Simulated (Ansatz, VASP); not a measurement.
CuNi3: VASP beside Ansatz

```xyz
4
Lattice="1.3952 -1.9872 0.0000 1.3952 1.9872 0.0000 0.0000 0.0000 7.9349" Properties=species:S:1:pos:R:3 pbc="T T T"
Cu    0.0000    0.0000    0.0000
Ni    1.3952    0.0000    2.0209
Ni    0.0000    0.0000    3.9674
Ni    1.3952    0.0000    5.9140
```

Alike in both runs: functional LDA; k mesh 12 × 12 × 4; occupations fermi-dirac, width 0.05 eV; collinear spin.

|  | VASP | Ansatz |
| --- | --- | --- |
| version | VASP 6.6.1 | Ansatz 0.2.0 |
| potentials or method | VASP PAW LDA potentials, release 64 (Cu, Ni), cutoff 520 eV | all-electron LAPW, scalar-relativistic |
| task | single point | band structure |

```tsv
	VASP	Ansatz	Ansatz less VASP
gap on the k mesh at the Fermi level (eV)	none	none	-
pressure (GPa)	-13.2	-13.5	-0.31
traceless stress, the component that is largest in VASP (GPa)	0.79	0.78	-0.002
rms of the force components (eV/Å)	0.018	0.016	-0.0022
net moment per atom (μB)	0.27	0.30	+0.025
size of the moment on the site where the two differ most (μB)	0.44	0.49	+0.047
```

LDA's correlation is that of Perdew and Zunger in VASP and of Perdew and Wang (1992) in Ansatz. Site moments also hang on the region over which each program counts them. Atom by atom the forces differ by 0.002 eV/Å (rms over components). A gap of «none» marks a metal or a gap that the smearing closes. Ansatz ran all-electron here, and VASP with PAW potentials.
